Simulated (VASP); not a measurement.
Write the native input for VASP 6.6.1 that does the following.

- Task: single point
- Functional: r2SCAN
- Potentials or basis: VASP PAW PBE potentials, release 64 (Te)
- Cutoff: 520 eV
- k mesh: 7 × 7 × 5
- Occupations: fermi-dirac, width 0.05 eV
- Spin: no spin polarisation
- Dipole correction: no
- Further INCAR settings: ALGO = Normal; EDIFF = 1e-07; NBANDS = 16

The system is Te.

```
Te
1.0
     4.63249    0.00000    0.00000
    -2.31624    4.01185    0.00000
     0.00000    0.00000    5.88690
Te
3
Direct
  0.25359 0.00000 0.33333
  0.00000 0.25359 0.66667
  0.74641 0.74641 0.00000
```

One way to write it, as run:

POSCAR

```
Te
1.0
    4.6324895871      0.0000000000      0.0000000000
   -2.3162447935      4.0118536652      0.0000000000
    0.0000000000      0.0000000000      5.8869033509
Te
3
Direct
    0.2535874855      0.0000000000      0.3333333333
    1.0000000000      0.2535874855      0.6666666667
    0.7464125145      0.7464125145      0.0000000000
```

INCAR.step1

```
  PREC = Accurate
  ENCUT = 520
  ISMEAR = -1
  SIGMA = 0.05
  LREAL = False
  LASPH = True
  NELM = 100
  NBANDS = 16
  GGA = PE
  ALGO = Normal
  EDIFF = 1E-4
  LWAVE = True
  LCHARG = False
```

INCAR.step2

```
  PREC = Accurate
  ENCUT = 520
  EDIFF = 1E-7
  ISMEAR = -1
  SIGMA = 0.05
  LREAL = False
  LASPH = True
  NELM = 100
  ALGO = Normal
  ISIF = 2
  LWAVE = False
  LCHARG = True
  METAGGA = R2SCAN
  LMIXTAU = True
  LELF = True
  LVHAR = True
  NBANDS = 16
  ISTART = 1
```

KPOINTS

```
regular mesh
0
Gamma
  7 7 5
```

Potentials or basis: VASP PAW PBE potentials, release 64 (Te).

The run is started by

```bash
$ cat potpaw_PBE.64/Te/POTCAR > POTCAR
$ cp INCAR.step1 INCAR
$ mpirun -np 1 vasp_std > vasp.out
$ cp INCAR.step2 INCAR
$ mpirun -np 1 vasp_std > vasp.out
```

It gave:

```
Pressure               : 0.0 GPa
Largest force          : 0.019 eV/Å
Band gap on the k mesh : 0.97 eV, indirect (least direct gap 1.12 eV)
```

Caveat: the PAW data sets were made with another functional, which shifts forces and pressure a little; spin-orbit coupling is left out, which moves the levels of the heavy elements.

It took 3.8 min on 1 thread of Intel Xeon 6975P-C (shared host), peak memory 0.27 GiB.
